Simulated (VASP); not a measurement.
# LiC3 (P1) in VASP: relaxation of cell and atoms with PBE

Aim: the relaxation of cell and atoms of LiC3 with PBE.

Program: VASP 6.6.1. These are calculated values, not measurements. Logs are shortened: lines on timing, memory, paths and dates and some standing lists are left out, and cuts for length are marked.

**1. The cell of the first run**

The typed cell holds 8 atoms: a = 3.615 Å, b = 4.493 Å, c = 4.469 Å, α = 120.15°, β = 90.16°, γ = 90.30°.

**2. Relaxation of cell and atoms, PBE**

INCAR reads:

```
SYSTEM = LiC3
PREC     = Accurate       ! precision mode
ENCUT    = 600            ! plane-wave cutoff, eV
EDIFF    = 1E-6           ! SCF threshold, eV
ISMEAR   = 0              ! smearing method
SIGMA    = 0.2            ! smearing width, eV
LREAL    = .False.        ! projectors in reciprocal space
LASPH    = .True.         ! aspherical terms in the spheres
NELM     = 100            ! most SCF steps
ALGO     = Normal         ! electronic algorithm
ISIF     = 3              ! what is computed and relaxed
LWAVE    = .False.        ! write WAVECAR
LCHARG   = .False.        ! write CHGCAR
GGA      = PE             ! functional
IBRION   = 2              ! ionic algorithm
NSW      = 80             ! ionic steps
EDIFFG   = -0.025         ! ionic threshold
```

KPOINTS reads:

```
regular mesh
0
Gamma
  6 6 6
  0 0 0
```

POSCAR reads:

```
LiC3
1.0
   -0.0095562518     -0.0113966025      3.6152972685
    4.4934740491      0.0011940633     -0.0116556903
   -2.2457029354      3.8637805862     -0.0062102134
Li C
2 6
Direct
    0.4662750158      0.2922430956      0.6281984980
    0.5448332537      0.7416638605      0.3519658636
    0.0246935882      0.3770660901      0.3542754258
    1.0809000670      1.0133474866      0.6611083758
   -0.0202007026      0.6161467096     -0.0456264817
    0.0074606051      0.9977478248      0.3730029962
    1.0298339868      0.6745063298      0.6594766377
   -0.1337958141      0.2872786031      0.0175986845
```

Potentials or basis: VASP PAW PBE potentials, release 64 (Li_sv, C).

Launch:

```sh
$ cat potpaw_PBE.64/Li_sv/POTCAR potpaw_PBE.64/C/POTCAR > POTCAR
$ mpirun -np 1 vasp_std > vasp.out
```

OUTCAR:

```text
SYSTEM = LiC3
   PREC = Accurate
   ENCUT = 600
   EDIFF = 1E-6
   ISMEAR = 0
   LREAL = .False.
   LASPH = .True.
   NELM = 100
   ISIF = 3
   GGA = PE
   IBRION = 2
   NSW = 80
   EDIFFG = -0.025

 ion  position               nearest neighbor table
   1  0.466  0.292  0.628-   4 1.92   6 2.06   3 2.16   2 2.16   8 2.27   5 2.29   7 2.29   6 2.32

   2  0.545  0.742  0.352-   6 2.00   4 2.13   1 2.16   8 2.17   5 2.23   6 2.24   4 2.33   7 2.34

   3  0.025  0.377  0.354-   7 1.35   8 1.46   6 1.75   1 2.16
   4  0.081  0.013  0.661-   6 1.28   7 1.53   8 1.64   1 1.92   2 2.13   2 2.33
   5  0.980  0.616  0.954-   7 1.48   8 1.69   6 1.80   2 2.23   1 2.29
   6  0.007  0.998  0.373-   4 1.28   3 1.75   5 1.80   2 2.00   1 2.06   2 2.24   1 2.32
   7  0.030  0.675  0.659-   3 1.35   5 1.48   4 1.53   1 2.29   2 2.34
   8  0.866  0.287  0.018-   3 1.46   4 1.64   5 1.69   2 2.17   1 2.27

  LATTYP: Found a triclinic cell.
 ALAT       =     8.4896585261
 B/A-ratio  =     0.4258507984
 C/A-ratio  =     0.9149522591
 COS(alpha) =     0.0014267915
 COS(beta)  =     0.4570276167
 COS(gamma) =     0.8502346373

  Lattice vectors:

 A1 = (   2.2648154390,  -3.8409873812,  -7.2243843236)
 A2 = (   0.0095562518,   0.0113966025,  -3.6152972685)
 A3 = (   6.7391769845,  -3.8625865229,  -0.0054454769)

Analysis of symmetry for initial positions (statically):
=====================================================================
 Subroutine PRICEL returns:
 Original cell was already a primitive cell.

 Routine SETGRP: Setting up the symmetry group for a
 triclinic supercell.

 Subroutine GETGRP returns: Found  1 space group operations
 (whereof  1 operations were pure point group operations)
 out of a pool of  2 trial point group operations.

The static configuration has the point symmetry C_1 .

Analysis of symmetry for dynamics (positions and initial velocities):
=====================================================================
 Subroutine PRICEL returns:
 Original cell was already a primitive cell.

 Routine SETGRP: Setting up the symmetry group for a
 triclinic supercell.

 Subroutine GETGRP returns: Found  1 space group operations
 (whereof  1 operations were pure point group operations)
 out of a pool of  2 trial point group operations.

The dynamic configuration has the point symmetry C_1 .

 Subroutine INISYM returns: Found  1 space group operations
 (whereof  1 operations are pure point group operations),
 and found     1 'primitive' translations

----------------------------------------------------------------------------------------

                                     Primitive cell

  volume of cell :      62.7767

  direct lattice vectors                    reciprocal lattice vectors
    -0.009556252 -0.011396603  3.615297268     0.000717266  0.000861476  0.276607039
     4.493474049  0.001194063 -0.011655690     0.222513175  0.129330500  0.000995857
    -2.245702935  3.863780586 -0.006210213    -0.000066650  0.258776441  0.000815572

  length of vectors
     3.615327861  4.493489325  4.469006675     0.276609310  0.257370323  0.258777735

  position of ions in fractional coordinates (direct lattice)
     0.466275016  0.292243096  0.628198498
     0.544833254  0.741663860  0.351965864
     0.024693588  0.377066090  0.354275426
     0.080900067  0.013347487  0.661108376
     0.979799297  0.616146710  0.954373518
     0.007460605  0.997747825  0.373002996
     0.029833987  0.674506330  0.659476638
     0.866204186  0.287278603  0.017598685

  ion indices of the primitive-cell ions
   primitive index   ion index
                 1           1
                 2           2
                 3           3
                 4           4
                 5           5
                 6           6
                 7           7
                 8           8

----------------------------------------------------------------------------------------

 KPOINTS: regular mesh

Automatic generation of k-mesh.
 Grid dimensions read from file:
 generate k-points for:    6    6    6

 Generating k-lattice:

  Cartesian coordinates                     Fractional coordinates (reciprocal lattice)
     0.000119544  0.000143579  0.046101173     0.166666667  0.000000000 -0.000000000
     0.037085529  0.021555083  0.000165976     0.000000000  0.166666667  0.000000000
    -0.000011108  0.043129407  0.000135929     0.000000000  0.000000000  0.166666667

  Length of vectors
     0.046101552  0.042895054  0.043129622

  Shift w.r.t. Gamma in fractional coordinates (k-lattice)
     0.000000000  0.000000000  0.000000000

 Subroutine IBZKPT returns following result:
 ===========================================

 Found    112 irreducible k-points:

 Following reciprocal coordinates:
            Coordinates               Weight
  0.000000  0.000000  0.000000      1.000000
  0.166667  0.000000  0.000000      2.000000
  0.333333  0.000000 -0.000000      2.000000
  0.500000  0.000000  0.000000      1.000000
 -0.000000  0.166667  0.000000      2.000000
  0.166667  0.166667  0.000000      2.000000
[... 16 lines left out ...]
  0.333333  0.000000  0.166667      2.000000
  0.500000  0.000000  0.166667      2.000000
 [... further k-points ...]
   k-points           NKPTS =    112   k-points in BZ     NKDIM =    112   number of bands    NBANDS=     20
   number of dos      NEDOS =    301   number of ions     NIONS =      8
   total plane-waves  NPLWV =  38880
   dimension x,y,z NGX =    30 NGY =   36 NGZ =   36
   dimension x,y,z NGXF=    60 NGYF=   72 NGZF=   72
   ions per type =               2   6
   NGX,Y,Z   is equivalent  to a cutoff of  13.80, 13.32, 13.39 a.u.
   NGXF,Y,Z  is equivalent  to a cutoff of  27.59, 26.64, 26.78 a.u.
 SYSTEM =  LiC3
   PREC   = accura    normal or accurate (medium, high low for compatibility)
   ISTART =      0    job   : 0-new  1-cont  2-samecut
   ICHARG =      2    charge: 1-file 2-atom 10-const
   ISPIN  =      1    spin polarized calculation?
   LNONCOLLINEAR =      F non collinear calculations
   LSORBIT =      F    spin-orbit coupling
   LASPH  =      T    aspherical Exc in radial PAW
   ENCUT  =  600.0 eV  44.10 Ry    6.64 a.u.   7.22  8.97  8.93*2*pi/ulx,y,z
   NELM   =    100;   NELMIN=  2; NELMDL= -5     # of ELM steps
   EDIFF  = 0.1E-05   stopping-criterion for ELM
   LREAL  =      F    real-space projection
   EDIFFG = -.3E-01   stopping-criterion for IOM
   NSW    =     80    number of steps for IOM
   IBRION =      2    ionic relax: 0-MD 1-quasi-New 2-CG
   NFREE  =      1    steps in history (QN), initial steepest desc. (CG)
   ISIF   =      3    stress and relaxation
   ISYM   =      2    0-nonsym 1-usesym 2-fastsym
   POTIM  = 0.5000    time-step for ionic-motion
   TEBEG  =    0.0;   TEEND  =   0.0 temperature during run
   PSTRESS=    0.0 pullay stress
   NELECT =      30.0000    total number of electrons
   NUPDOWN=      -1.0000    fix difference up-down
   EMIN   =  10.00;   EMAX   =-10.00  energy-range for DOS
   EFERMI =   0.00;   METHOD = LEGACY
   ISMEAR =     0;   SIGMA  =   0.20  broadening in eV -4-tet -1-fermi 0-gaus
   EFERMI_NEDOS =   21; number of points for ismear=-14 and -15
   IALGO  =     38    algorithm
   IMIX   =      4    mixing-type and parameters
     AMIX     =   0.40;   BMIX     =  1.00
     AMIX_MAG =   1.60;   BMIX_MAG =  1.00
  volume/ion in A,a.u.               =       7.85        52.95
  Fermi-wavevector in a.u.,A,eV,Ry     =   1.279919  2.418696 22.288956  1.638192
  Thomas-Fermi vector in A             =   2.412377
   LORBIT       =      0    0 simple, 1 ext, 2 COOP (PROOUT), +10 PAW based schemes
   GGA     = PE    functional components
   LHFCALC =     F    Hartree Fock is set to
   AEXX    =    0.0000 exact exchange contribution
   IVDW    =     0    specifies the selected vdW correction
   LEPSILON=     F    determine dielectric tensor
   LRPA    =     F    only Hartree local field effects (RPA)
 conjugate gradient relaxation of ions
 non-spin polarized calculation
 Gauss-broadening in eV      SIGMA  =   0.20
  energy-cutoff  :      600.00
  volume of cell :       62.78
 maximum number of plane-waves:      2115
 NGX is ok and might be reduce to    30
   NGX = 15   NGY = 17   NGZ = 17

--------------------------------------- Ionic step        1  -------------------------------------------

 number of electron      29.9999998 magnetization

 Free energy of the ion-electron system (eV)
  ---------------------------------------------------
  ext. energy  EPLUGINS =         0.00000000
  ---------------------------------------------------
  free energy    TOTEN  =       -53.17846945 eV

  energy without entropy =      -53.15720279  energy(sigma->0) =      -53.16783612

------------------------ aborting loop because EDIFF is reached ----------------------------------------

  FORCE on cell =-STRESS in cart. coord.  units (eV):
  Direction    XX          YY          ZZ          XY          YZ          ZX
  --------------------------------------------------------------------------------------
  -------------------------------------------------------------------------------------
  Total       -3.6019888      2.6344875      1.8119231      1.0523341      2.5380602     -3.2439512
  in kB      -91.9293957     67.2369772     46.2436189     26.8575072     64.7759760    -82.7916158
  external PRESSURE =       7.1837335 kB  Pullay stress =       0.0000000 kB
[... 107 lines left out ...]
  FREE ENERGIE OF THE ION-ELECTRON SYSTEM (eV)
  ---------------------------------------------------
  free  energy   TOTEN  =       -56.2677932242 eV

  energy  without entropy=      -56.2316634033  energy(sigma->0) =      -56.24972831

[... ionic steps 4 to 39 ...]

--------------------------------------- Ionic step       40  -------------------------------------------

 number of electron      30.0000000 magnetization

------------------------ aborting loop because EDIFF is reached ----------------------------------------

  FORCE on cell =-STRESS in cart. coord.  units (eV):
  Direction    XX          YY          ZZ          XY          YZ          ZX
  --------------------------------------------------------------------------------------
  -------------------------------------------------------------------------------------
  Total        0.0287579      0.0242541     -0.0578664     -0.0184911     -0.0098652     -0.0135747
  in kB        0.7698658      0.6492964     -1.5491168     -0.4950164     -0.2640975     -0.3634012
  external PRESSURE =      -0.0433182 kB  Pullay stress =       0.0000000 kB
[... 69 lines left out ...]
  energy  without entropy=      -58.6628165287  energy(sigma->0) =      -58.67031183

--------------------------------------- Ionic step       42  -------------------------------------------

 number of electron      30.0000001 magnetization

 Free energy of the ion-electron system (eV)
  ---------------------------------------------------
  ext. energy  EPLUGINS =         0.00000000
  ---------------------------------------------------
  free energy    TOTEN  =       -58.67785879 eV

  energy without entropy =      -58.66290088  energy(sigma->0) =      -58.67037983

 E-fermi :   7.8686     XC(G=0): -10.9938

 val. band max:        7.7173987214   @ k =   0.0000  -0.1667   0.1667
 cond. band min:       7.8972553123   @ k =   0.1667  -0.3333   0.1667
 fundamental gap:      0.1798565908
 Fermi energy:         7.8686326038

 k-point     1 :       0.0000    0.0000    0.0000
  band No.  band energies     occupation
      1     -40.0678      2.00000
      2     -39.9990      2.00000
      3     -13.0422      2.00000
      4      -6.6336      2.00000
      5      -6.6307      2.00000
      6      -6.3496      2.00000
[... 12 lines left out ...]
     19      12.8422      0.00000
[... 513 lines left out ...]
      4      -7.9337      2.00000
      5      -7.2073      2.00000
      6      -6.1728      2.00000
[... 12 lines left out ...]
     19      14.4604      0.00000
     20      15.3791      0.00000

 [... further k-points ...]

------------------------ aborting loop because EDIFF is reached ----------------------------------------

  FORCE on cell =-STRESS in cart. coord.  units (eV):
  Direction    XX          YY          ZZ          XY          YZ          ZX
  --------------------------------------------------------------------------------------
  -------------------------------------------------------------------------------------
  Total       -0.0141298     -0.0113013     -0.0121268      0.0119966     -0.0088872     -0.0126632
  in kB       -0.3784377     -0.3026815     -0.3247933      0.3213047     -0.2380263     -0.3391594
  external PRESSURE =      -0.3353042 kB  Pullay stress =       0.0000000 kB
[... 23 lines left out ...]
  FREE ENERGIE OF THE ION-ELECTRON SYSTEM (eV)
  ---------------------------------------------------
  free  energy   TOTEN  =       -58.6778587852 eV

  energy  without entropy=      -58.6629008824  energy(sigma->0) =      -58.67037983

 reached required accuracy - stopping structural energy minimisation
```

Run time: 30 min. Hardware: 1 thread of Intel Xeon 6975P-C (Granite Rapids), shared host; peak memory 0.27 GiB.

What came out:

* Free energy: -58.6779 eV
* Relaxed volume: 7.48 Å³/atom
* Relaxed cell: a = 3.575 Å, b = 4.396 Å, c = 4.396 Å, α = 120.00°, β = 90.00°, γ = 89.93°
* Space group after relaxing (to 0.05 Å): P6/mmm (No. 191)
* Energy gained by relaxing: 687.4 meV/atom
* Ionic steps: 42
* Pressure after relaxing: 0.0 GPa
* Largest force after relaxing: 0.022 eV/Å
* Band gap on the k mesh: zero (band 15 reaches 10.19 eV, above the bottom of band 16 at 4.71 eV)

Forces in eV/Å, atoms in the order of the input:
```
Li  -0.006 -0.008 -0.007
Li   0.005  0.007 -0.002
C   -0.009 -0.014  0.007
C   -0.002 -0.004 -0.005
C    0.004 -0.012 -0.006
C    0.003 -0.010  0.006
C   -0.001  0.020  0.004
C    0.006  0.021  0.002
```

Step by step:
```tsv
step	energy change (eV)	largest force (eV/Å)	pressure (GPa)	volume (Å³)
1	0.0000	11.3521	0.72	62.78
3	-3.0893	4.8559	-11.36	62.90
5	-4.3035	4.0154	1.98	60.35
7	-4.9388	2.7738	3.69	60.07
9	-5.2246	1.7107	-0.28	61.02
11	-5.3325	1.4559	-1.77	61.28
13	-5.4160	0.6560	-1.54	61.07
15	-5.4475	0.6878	-0.07	60.56
17	-5.4684	0.4215	0.39	60.21
19	-5.4821	0.3431	-0.62	60.11
21	-5.4866	0.2787	-0.43	59.97
23	-5.4908	0.2201	0.49	59.72
25	-5.4937	0.1366	0.55	59.65
27	-5.4955	0.1283	-0.08	59.75
29	-5.4961	0.1166	-0.12	59.77
31	-5.4972	0.0858	0.33	59.76
33	-5.4980	0.1162	0.06	59.85
35	-5.4986	0.0606	-0.27	59.94
37	-5.4990	0.0583	-0.08	59.90
39	-5.4992	0.0483	0.01	59.86
41	-5.4993	0.0399	-0.02	59.83
42	-5.4994	0.0218	-0.03	59.82
```

Final structure:
```cif
data_structure
_symmetry_space_group_name_H-M 'P 1'
_symmetry_Int_Tables_number 1
_cell_length_a 3.5749
_cell_length_b 4.3956
_cell_length_c 4.3960
_cell_angle_alpha 120.002
_cell_angle_beta 89.996
_cell_angle_gamma 89.929
_cell_volume 59.82
loop_
_atom_site_label
_atom_site_type_symbol
_atom_site_fract_x
_atom_site_fract_y
_atom_site_fract_z
_atom_site_occupancy
Li1 Li 0.50037 0.33424 0.66736 1
Li2 Li 0.50001 0.66610 0.33270 1
C1 C 0.99963 0.33242 0.33247 1
C2 C 0.00018 0.99993 0.66753 1
C3 C 0.00015 0.66753 0.00004 1
C4 C 0.99974 0.99999 0.33254 1
C5 C 0.99995 0.66749 0.66746 1
C6 C 0.99996 0.33228 0.99989 1
```

Caveat: the cutoff is under 1.25 times the usual one of these potentials, so pressure, stress and relaxed cells hold a basis-set (Pulay) error.
